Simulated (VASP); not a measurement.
NbRu3: single point with LDA

NbRu3:

```xyz
4
Lattice="3.8800 0.0000 0.0000 0.0000 3.8800 0.0000 0.0000 0.0000 3.9576" Properties=species:S:1:pos:R:3 pbc="T T T"
Nb    0.0000    0.0000    0.0000
Ru    0.0000    1.9400    1.9788
Ru    1.9400    0.0000    1.9788
Ru    1.9400    1.9400    0.0000
```

This cell differs from its parent crystal: zz strain of +2 %.

- Program: VASP 6.6.1
- Task: single point
- Functional: LDA
- Potentials or basis: VASP PAW LDA potentials, release 64 (Nb_sv, Ru_pv)
- Cutoff: 520 eV
- k mesh: 9 × 9 × 9
- Occupations: fermi-dirac, width 0.05 eV
- Spin: no spin polarisation

- Pressure: -15.8 GPa

Stress tensor (GPa, compression positive):
```
-14.77   0.00   0.00
  0.00 -14.77   0.00
  0.00   0.00 -17.99
```

Levels at points of the mesh, in eV from the Fermi level:
```
           k point  band 24  band 25  band 26  band 27  band 28  band 29  band 30  band 31  band 32  band 33
(0.00, 0.00, 0.00)     0.34     0.58     1.73     2.18     2.18     2.34     3.50     3.56     3.64     4.04
```

Run time: 100 s on 1 thread of AMD EPYC 9R45 96-Core Processor (Zen 5), on a shared host, peak memory 0.21 GiB.

Caveat: the cell differs from its parent crystal (zz strain of +2 %).
